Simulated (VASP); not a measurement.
# SiO2 (P4_2/mnm) in VASP: further runs, part 2 of 2

VASP 6.6.1. Earlier steps stand in the parts before.

## (5) Single point, LDA (volume 8.148 Å^3 an atom, c/a of the conventional cell 0.5537)

Input file INCAR:

```
SYSTEM = SiO2
ALGO     = Normal         ! electronic algorithm
EDIFF    = 1E-6           ! SCF threshold, eV
ENCUT    = 520            ! plane-wave cutoff, eV
GGA      = CA             ! functional
ISIF     = 2              ! what is computed and relaxed
ISMEAR   = 0              ! smearing method
LASPH    = .TRUE.         ! aspherical terms in the spheres
LCHARG   = .FALSE.        ! write CHGCAR
LREAL    = .FALSE.        ! projectors in reciprocal space
LWAVE    = .FALSE.        ! write WAVECAR
NBANDS   = 25             ! bands
NELM     = 100            ! most SCF steps
PREC     = Accurate       ! precision mode
SIGMA    = 0.05           ! smearing width, eV
```

Input file KPOINTS:

```
k-points
0
G
  6 6 10
  0 0 0
```

Input file POSCAR:

```
SiO2
1.0
    4.4528963112      0.0000000000      0.0000000000
    0.0000000000      4.4528963112      0.0000000000
    0.0000000000      0.0000000000      2.4655686875
Si O
2 4
Direct
    0.5000000000      0.5000000000      0.5000000000
    0.0000000000      0.0000000000      0.0000000000
    0.6944252994      0.6944252994      0.0000000000
    0.1944252994      0.8055747006      0.5000000000
    0.3055747006      0.3055747006      0.0000000000
    0.8055747006      0.1944252994      0.5000000000
```

Launch:

```console
$ cat potpaw_LDA.64/Si/POTCAR potpaw_LDA.64/O/POTCAR > POTCAR
$ mpirun -np 1 vasp_std > vasp.out
```

It took 37 s on 1 thread of AMD EPYC 7R13 (Zen 3), shared host; peak memory 0.14 GiB.

It converged, with:

| Item | Value |
| --- | --- |
| Free energy | -50.8748 eV |
| Pressure | -7.3 GPa |
| Largest force | 1.519 eV/Å |
| Band gap on the k mesh | 4.86 eV, direct |

Forces on the atoms (eV/Å):
```
Si   0.000  0.000  0.000
Si   0.000  0.000  0.000
O   -1.074 -1.074  0.000
O   -1.074  1.074  0.000
O    1.074  1.074  0.000
O    1.074 -1.074  0.000
```

Stress tensor (GPa, compression positive):
```
-30.86   0.00   0.00
  0.00 -30.86   0.00
  0.00   0.00  39.94
```

Levels at points of the mesh, in eV from the valence-band top:
| k point | band 12 | band 13 | band 14 | band 15 | band 16 | band 17 | band 18 | band 19 | band 20 | band 21 |
| --- | --- | --- | --- | --- | --- | --- | --- | --- | --- | --- |
| (0.00, 0.00, 0.00) | -1.91 | -1.44 | -0.95 | -0.95 | 0.00 | 4.86 | 8.86 | 9.40 | 9.40 | 10.58 |
| (0.50, 0.00, 0.00) | -2.71 | -1.61 | -1.61 | -1.15 | -1.15 | 7.38 | 7.38 | 10.06 | 10.06 | 10.79 |
| (0.50, 0.50, 0.00) | -2.41 | -2.26 | -2.26 | -1.96 | -1.96 | 7.71 | 7.71 | 10.42 | 10.42 | 11.51 |
| (0.00, 0.00, 0.50) | -4.49 | -2.33 | -2.33 | -2.30 | -2.30 | 8.08 | 8.08 | 11.00 | 11.00 | 11.35 |
| (0.50, 0.00, 0.50) | -3.71 | -2.19 | -2.19 | -1.45 | -1.45 | 7.87 | 7.87 | 8.18 | 8.18 | 11.82 |
| (0.50, 0.50, 0.50) | -4.42 | -1.75 | -1.75 | -1.27 | -1.27 | 6.10 | 6.10 | 10.06 | 10.06 | 10.74 |

Caveat: forces of over 1 eV/Å act on the atoms, so gaps and moduli don't describe the material at rest.

## (6) Single point, LDA (volume 8.148 Å^3 an atom, c/a of the conventional cell 0.6405)

Input file INCAR:

```
SYSTEM = SiO2
PREC = Accurate
ENCUT = 520
EDIFF = 1E-7
ISMEAR = 0
SIGMA = 0.05
LREAL = .FALSE.
LASPH = .TRUE.
NELM = 60
ALGO = Normal
ISIF = 2
LWAVE = .FALSE.
LCHARG = .FALSE.
NBANDS = 25
```

Input file KPOINTS:

```
regular mesh
0
G
  6 6 10
  0 0 0
```

Changes to POSCAR since step 5:

```diff
@@ -2,5 +2,5 @@
 1.0
-    4.4528963112      0.0000000000      0.0000000000
-    0.0000000000      4.4528963112      0.0000000000
-    0.0000000000      0.0000000000      2.4655686875
+    4.2419402598      0.0000000000      0.0000000000
+    0.0000000000      4.2419402598      0.0000000000
+    0.0000000000      0.0000000000      2.7168970035
 Si O
```

Potentials or basis: VASP PAW LDA potentials, release 64 (Si, O).

Launch:

```console
$ cat potpaw_LDA.64/Si/POTCAR potpaw_LDA.64/O/POTCAR > POTCAR
$ mpirun -np 1 vasp_std > vasp.out
```

OUTCAR:

```text
SYSTEM = SiO2
   PREC = Accurate
   ENCUT = 520
   EDIFF = 1E-7
   ISMEAR = 0
   LREAL = .FALSE.
   LASPH = .TRUE.
   NELM = 60
   ISIF = 2

 ion  position               nearest neighbor table
   1  0.500  0.500  0.500-   3 1.79   5 1.79   3 1.79   5 1.79   4 1.83   6 1.83
   2  0.000  0.000  0.000-   4 1.79   6 1.79   4 1.79   6 1.79   5 1.83   3 1.83
   3  0.694  0.694  0.000-   1 1.79   1 1.79   2 1.83
   4  0.194  0.806  0.500-   2 1.79   2 1.79   1 1.83
   5  0.306  0.306  0.000-   1 1.79   1 1.79   2 1.83
   6  0.806  0.194  0.500-   2 1.79   2 1.79   1 1.83

  LATTYP: Found a simple tetragonal cell.
 ALAT       =     4.2419402598
 C/A-ratio  =     0.6404845040

  Lattice vectors:

 A1 = (   4.2419402598,   0.0000000000,   0.0000000000)
 A2 = (   0.0000000000,   4.2419402598,   0.0000000000)
 A3 = (   0.0000000000,   0.0000000000,   2.7168970035)

Analysis of symmetry for initial positions (statically):
=====================================================================
 Subroutine PRICEL returns:
 Original cell was already a primitive cell.

 Routine SETGRP: Setting up the symmetry group for a
 simple tetragonal supercell.

 Subroutine GETGRP returns: Found 16 space group operations
 (whereof  8 operations were pure point group operations)
 out of a pool of 16 trial point group operations.

The static configuration has the point symmetry D_2h.
 The point group associated with its full space group is D_4h.

Analysis of symmetry for dynamics (positions and initial velocities):
=====================================================================
 Subroutine PRICEL returns:
 Original cell was already a primitive cell.

 Routine SETGRP: Setting up the symmetry group for a
 simple tetragonal supercell.

 Subroutine GETGRP returns: Found 16 space group operations
 (whereof  8 operations were pure point group operations)
 out of a pool of 16 trial point group operations.

The dynamic configuration has the point symmetry D_2h.
 The point group associated with its full space group is D_4h.

 Subroutine INISYM returns: Found 16 space group operations
 (whereof  8 operations are pure point group operations),
 and found     1 'primitive' translations

----------------------------------------------------------------------------------------

                                     Primitive cell

  volume of cell :      48.8880

  direct lattice vectors                    reciprocal lattice vectors
     4.241940260  0.000000000  0.000000000     0.235741179  0.000000000  0.000000000
     0.000000000  4.241940260  0.000000000     0.000000000  0.235741179  0.000000000
     0.000000000  0.000000000  2.716897004     0.000000000  0.000000000  0.368066952

  length of vectors
     4.241940260  4.241940260  2.716897004     0.235741179  0.235741179  0.368066952

  position of ions in fractional coordinates (direct lattice)
     0.500000000  0.500000000  0.500000000
     0.000000000  0.000000000  0.000000000
     0.694425299  0.694425299  0.000000000
     0.194425299  0.805574701  0.500000000
     0.305574701  0.305574701  0.000000000
     0.805574701  0.194425299  0.500000000

  ion indices of the primitive-cell ions
   primitive index   ion index
                 1           1
[... 26 lines left out ...]

 Subroutine IBZKPT returns following result:
 ===========================================

 Found     60 irreducible k-points:

 Following reciprocal coordinates:
            Coordinates               Weight
  0.000000  0.000000  0.000000      1.000000
  0.166667  0.000000  0.000000      4.000000
  0.333333  0.000000  0.000000      4.000000
  0.500000  0.000000  0.000000      2.000000
  0.166667  0.166667  0.000000      4.000000
  0.333333  0.166667  0.000000      8.000000
[... 16 lines left out ...]
  0.333333  0.000000  0.200000      8.000000
  0.500000  0.000000  0.200000      4.000000
 [... further k-points ...]
   k-points           NKPTS =     60   k-points in BZ     NKDIM =     60   number of bands    NBANDS=     25
   number of dos      NEDOS =    301   number of ions     NIONS =      6
   total plane-waves  NPLWV =  20480
   dimension x,y,z NGX =    32 NGY =   32 NGZ =   20
   dimension x,y,z NGXF=    64 NGYF=   64 NGZF=   40
   ions per type =               2   4
   NGX,Y,Z   is equivalent  to a cutoff of  12.54, 12.54, 12.24 a.u.
   NGXF,Y,Z  is equivalent  to a cutoff of  25.08, 25.08, 24.48 a.u.
 SYSTEM =  SiO2
   PREC   = accura    normal or accurate (medium, high low for compatibility)
   ISTART =      0    job   : 0-new  1-cont  2-samecut
   ICHARG =      2    charge: 1-file 2-atom 10-const
   ISPIN  =      1    spin polarized calculation?
   LNONCOLLINEAR =      F non collinear calculations
   LSORBIT =      F    spin-orbit coupling
   LASPH  =      T    aspherical Exc in radial PAW
   ENCUT  =  520.0 eV  38.22 Ry    6.18 a.u.   7.89  7.89  5.05*2*pi/ulx,y,z
   NELM   =     60;   NELMIN=  2; NELMDL= -5     # of ELM steps
   EDIFF  = 0.1E-06   stopping-criterion for ELM
   LREAL  =      F    real-space projection
   EDIFFG = 0.1E-05   stopping-criterion for IOM
   NSW    =      0    number of steps for IOM
   IBRION =     -1    ionic relax: 0-MD 1-quasi-New 2-CG
   NFREE  =      0    steps in history (QN), initial steepest desc. (CG)
   ISIF   =      2    stress and relaxation
   ISYM   =      2    0-nonsym 1-usesym 2-fastsym
   POTIM  = 0.5000    time-step for ionic-motion
   TEBEG  =    0.0;   TEEND  =   0.0 temperature during run
   PSTRESS=    0.0 pullay stress
   NELECT =      32.0000    total number of electrons
   NUPDOWN=      -1.0000    fix difference up-down
   EMIN   =  10.00;   EMAX   =-10.00  energy-range for DOS
   EFERMI =   0.00;   METHOD = LEGACY
   ISMEAR =     0;   SIGMA  =   0.05  broadening in eV -4-tet -1-fermi 0-gaus
   EFERMI_NEDOS =   21; number of points for ismear=-14 and -15
   IALGO  =     38    algorithm
   IMIX   =      4    mixing-type and parameters
     AMIX     =   0.40;   BMIX     =  1.00
     AMIX_MAG =   1.60;   BMIX_MAG =  1.00
  volume/ion in A,a.u.               =       8.15        54.99
  Fermi-wavevector in a.u.,A,eV,Ry     =   1.421425  2.686104 27.489893  2.020450
  Thomas-Fermi vector in A             =   2.542236
   LORBIT       =      0    0 simple, 1 ext, 2 COOP (PROOUT), +10 PAW based schemes
   GGA     = CA    functional components
   LHFCALC =     F    Hartree Fock is set to
   AEXX    =    0.0000 exact exchange contribution
   IVDW    =     0    specifies the selected vdW correction
   LEPSILON=     F    determine dielectric tensor
   LRPA    =     F    only Hartree local field effects (RPA)
 non-spin polarized calculation
 Gauss-broadening in eV      SIGMA  =   0.05
  energy-cutoff  :      520.00
  volume of cell :       48.89
 maximum number of plane-waves:      1340
 NGX is ok and might be reduce to    32
   NGX = 15   NGY = 15   NGZ = 11

 number of electron      32.0000001 magnetization

 Free energy of the ion-electron system (eV)
  ---------------------------------------------------
  ext. energy  EPLUGINS =         0.00000000
  ---------------------------------------------------
  free energy    TOTEN  =       -51.81633858 eV

  energy without entropy =      -51.81633858  energy(sigma->0) =      -51.81633858

 E-fermi :   7.7099     XC(G=0): -12.4885

 val. band max:        7.4445542833   @ k =   0.0000   0.0000   0.0000
 cond. band min:      12.1639137981   @ k =   0.0000   0.0000   0.0000
 fundamental gap:      4.7193595148
 Fermi energy:         7.7098628161

 k-point     1 :       0.0000    0.0000    0.0000
  band No.  band energies     occupation
      1     -14.4673      2.00000
      2     -10.9672      2.00000
      3     -10.9672      2.00000
      4     -10.7181      2.00000
      5      -3.2255      2.00000
      6       1.1865      2.00000
[... 661 lines left out ...]
     24      19.4675      0.00000
     25      20.9154      0.00000

 [... further k-points ...]
[... 5 lines left out ...]
  --------------------------------------------------------------------------------------
  -------------------------------------------------------------------------------------
  Total       -5.0394785     -5.0394785     -5.9256623      0.0000000      0.0000000      0.0000000
  in kB     -165.1558309   -165.1558309   -194.1982057      0.0000000      0.0000000      0.0000000
  external PRESSURE =    -174.8366225 kB  Pullay stress =       0.0000000 kB

 VOLUME and BASIS-vectors are now :
 -----------------------------------------------------------------------------
  energy-cutoff  :      520.00
  volume of cell :       48.89
      direct lattice vectors                 reciprocal lattice vectors
     4.241940260  0.000000000  0.000000000     0.235741179  0.000000000  0.000000000
     0.000000000  4.241940260  0.000000000     0.000000000  0.235741179  0.000000000
     0.000000000  0.000000000  2.716897004     0.000000000  0.000000000  0.368066952

 POSITION                                       TOTAL-FORCE (eV/Angst)
 -----------------------------------------------------------------------------------
      2.12097      2.12097      1.35845        -0.000000      0.000000      0.000000
      0.00000      0.00000      0.00000        -0.000000      0.000000      0.000000
      2.94571      2.94571      0.00000        -0.244016     -0.244016      0.000000
      0.82474      3.41720      1.35845        -0.244016      0.244016      0.000000
      1.29623      1.29623      0.00000         0.244016      0.244016     -0.000000
      3.41720      0.82474      1.35845         0.244016     -0.244016      0.000000
 -----------------------------------------------------------------------------------
    total drift:                                0.000000      0.000000     -0.000000

  FREE ENERGIE OF THE ION-ELECTRON SYSTEM (eV)
  ---------------------------------------------------
  free  energy   TOTEN  =       -51.8163385831 eV

  energy  without entropy=      -51.8163385831  energy(sigma->0) =      -51.81633858
```

OSZICAR:

```text
N       E                     dE             d eps       ncg     rms          rms(c)
DAV:   1     0.121160337058E+03    0.12116E+03   -0.17468E+04  3024   0.123E+03
DAV:   2    -0.499641889161E+02   -0.17112E+03   -0.16349E+03  3721   0.271E+02
DAV:   3    -0.565384876623E+02   -0.65743E+01   -0.65452E+01  3999   0.509E+01
DAV:   4    -0.565831928915E+02   -0.44705E-01   -0.44687E-01  3484   0.485E+00
DAV:   5    -0.565835863568E+02   -0.39347E-03   -0.39337E-03  4025   0.430E-01    0.168E+01
DAV:   6    -0.518819526909E+02    0.47016E+01   -0.13368E+01  3833   0.242E+01    0.792E+00
DAV:   7    -0.518544373341E+02    0.27515E-01   -0.74785E-01  3705   0.481E+00    0.287E+00
DAV:   8    -0.518223751759E+02    0.32062E-01   -0.30168E-02  3818   0.145E+00    0.103E+00
DAV:   9    -0.518163402693E+02    0.60349E-02   -0.54084E-03  3761   0.590E-01    0.211E-01
DAV:  10    -0.518163439996E+02   -0.37302E-05   -0.26854E-04  3814   0.119E-01    0.730E-02
DAV:  11    -0.518163390261E+02    0.49735E-05   -0.21854E-05  3835   0.339E-02    0.231E-02
DAV:  12    -0.518163386371E+02    0.38894E-06   -0.16189E-06  3741   0.946E-03    0.789E-03
DAV:  13    -0.518163385831E+02    0.53973E-07   -0.42143E-07  3755   0.448E-03
   1 F= -.51816339E+02 E0= -.51816339E+02  d E =-.463807E-16
```

stdout:

```text
POSCAR found type information on POSCAR SiO
 POSCAR found :  2 types and       6 ions
 scaLAPACK will be used
 LDA part: xc-table for (Slater(with rela. corr.)+CA(PZ))
 , standard interpolation
 POSCAR, INCAR and KPOINTS ok, starting setup
 FFT: planning ... GRIDC
 FFT: planning ... GRID_SOFT
 FFT: planning ... GRID
 WAVECAR not read
 entering main loop
```

It took 34 s on 1 thread of AMD EPYC 7R13 (Zen 3), shared host; peak memory 0.14 GiB.

What came out:

```yaml
Free_energy: -51.8163 eV
Pressure: -17.5 GPa
Largest_force: 0.345 eV/Å
Band_gap_on_the_k_mesh: 4.72 eV, direct
```

Forces on the atoms (eV/Å):
```
Si   0.000  0.000  0.000
Si   0.000  0.000  0.000
O   -0.244 -0.244  0.000
O   -0.244  0.244  0.000
O    0.244  0.244  0.000
O    0.244 -0.244  0.000
```

Stress tensor (GPa, compression positive):
```
-16.52   0.00   0.00
  0.00 -16.52   0.00
  0.00   0.00 -19.42
```

## (7) The runs side by side

```tsv
cell	gap on the mesh (eV)	pressure (GPa)	largest force (eV/Å)
a = 3.874, b = 3.874, c = 2.768 Å, 6 atoms	5.37	40.5	0.71
a = 3.781, b = 3.781, c = 2.905 Å, 6 atoms	4.90	42.3	0.55
a = 4.140, b = 4.140, c = 2.852 Å, 6 atoms	4.44	-19.3	0.17
a = 4.453, b = 4.453, c = 2.466 Å, 6 atoms	4.86	-7.3	1.52
a = 4.242, b = 4.242, c = 2.717 Å, 6 atoms	4.72	-17.5	0.35
```

Alike in all rows: task single point; level LDA; potentials or basis VASP PAW LDA potentials, release 64 (Si, O); no spin polarisation; k mesh 6 × 6 × 10; cutoff (eV) 520; smearing gaussian 0.05 eV.

Caveats: forces of over 1 eV/Å act on the atoms, so gaps and moduli don't describe the material at rest (some runs).

Total energies depend on the potentials used, so only differences within one code and one set of settings carry meaning.
